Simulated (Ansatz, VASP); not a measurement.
**Li3SbO2 in VASP and in Ansatz**

File INCAR:

```
PREC = Accurate
ENCUT = 750
EDIFF = 1E-6
ISMEAR = 0
SIGMA = 0.1
LREAL = False
LASPH = True
NELM = 120
ALGO = Normal
ISIF = 2
LWAVE = False
LCHARG = False
GGA = PE
NBANDS = 27
GGA_COMPAT = False
```

KPOINTS

```
regular mesh
0
Gamma
  15 15 6
```

Contents of POSCAR:

```
Li3SbO2
1.0
    3.2919709138      0.0000000000      0.0000000000
   -1.6459854569      2.8509304399      0.0000000000
    0.0000000000      0.0000000000      7.6021678911
Li Sb O
3 1 2
Direct
    0.6666666667      0.3333333333      0.2822904029
    0.3333333333      0.6666666667      0.5000000000
    0.6666666667      0.3333333333      0.7177095971
    0.0000000000      0.0000000000      0.0000000000
    0.0000000000      0.0000000000      0.3099606107
    0.0000000000      0.0000000000      0.6900393893
```

Input for Ansatz:

```yaml
crystal:
  lattice:
    - [3.2919709138, 0.0, 0.0]
    - [-1.6459854569, 2.8509304399, 0.0]
    - [0.0, 0.0, 7.6021678911]
  atoms:
    - { symbol: Li, position: [0.6666666667, 0.3333333333, 0.2822904029] }
    - { symbol: Li, position: [0.3333333333, 0.6666666667, 0.5] }
    - { symbol: Li, position: [0.6666666667, 0.3333333333, 0.7177095971] }
    - { symbol: Sb, position: [0.0, 0.0, 0.0] }
    - { symbol: O, position: [0.0, 0.0, 0.3099606107] }
    - { symbol: O, position: [0.0, 0.0, 0.6900393893] }
basis:
  ecutwfc: 420
kpoints:
  mp_grid: { grid: [15, 15, 6] }
  band_path:
    path:
      - [[0.0, 0.0, 0.0], [0.5, 0.0, 0.0], [0.33333333, 0.33333333, 0.0], [0.0, 0.0, 0.0], [0.0, 0.0, 0.5], [0.5, 0.0, 0.5], [0.33333333, 0.33333333, 0.5], [0.0, 0.0, 0.5]]
      - [[0.5, 0.0, 0.5], [0.5, 0.0, 0.0]]
      - [[0.33333333, 0.33333333, 0.5], [0.33333333, 0.33333333, 0.0]]
    npoints: 14
hamiltonian:
  xc: pbe
scf:
  occupations: { method: gaussian, width: 0.1 }
  n_extra_bands: 15
output:
  forces: true
  stress: true
  eigenvalues: true
  populations: true
  dos: { projected: true, de: 0.02, nscf_kmesh: { grid: [18, 18, 8] } }
  bader: true
  write_density: true
  write_potential: true
  elf: true
  volumetric_format: npy
```

Alike in both runs: task single point; functional PBE; k mesh 15 × 15 × 6; occupations gaussian, width 0.1 eV; no spin polarisation.

|  | VASP | Ansatz |
| --- | --- | --- |
| version | VASP 6.6.1 | Ansatz 0.2.0 |
| potentials or method | VASP PAW PBE potentials, release 64 (Li_sv, Sb_d_GW, O), cutoff 750 eV | scalar-relativistic, plane waves, PAW |
| valence electrons in the cell | 36 | 36 |

Ansatz gave:

```
gap on the k mesh at the Fermi level (eV)                     : none
pressure (GPa)                                                : 0.0
traceless stress, the component that is largest in VASP (GPa) : -0.02
rms of the force components (eV/Å)                            : 0.000
```

Task: What did VASP give for the same quantities?

Result: gap on the k mesh at the Fermi level (eV): none; pressure (GPa): -0.1; traceless stress, the component that is largest in VASP (GPa): -0.05; rms of the force components (eV/Å): 0.004.

Atom by atom the forces differ by 0.004 eV/Å (rms over components). A gap of «none» marks a metal or a gap that the smearing closes.

Neither program's run includes spin-orbit coupling.
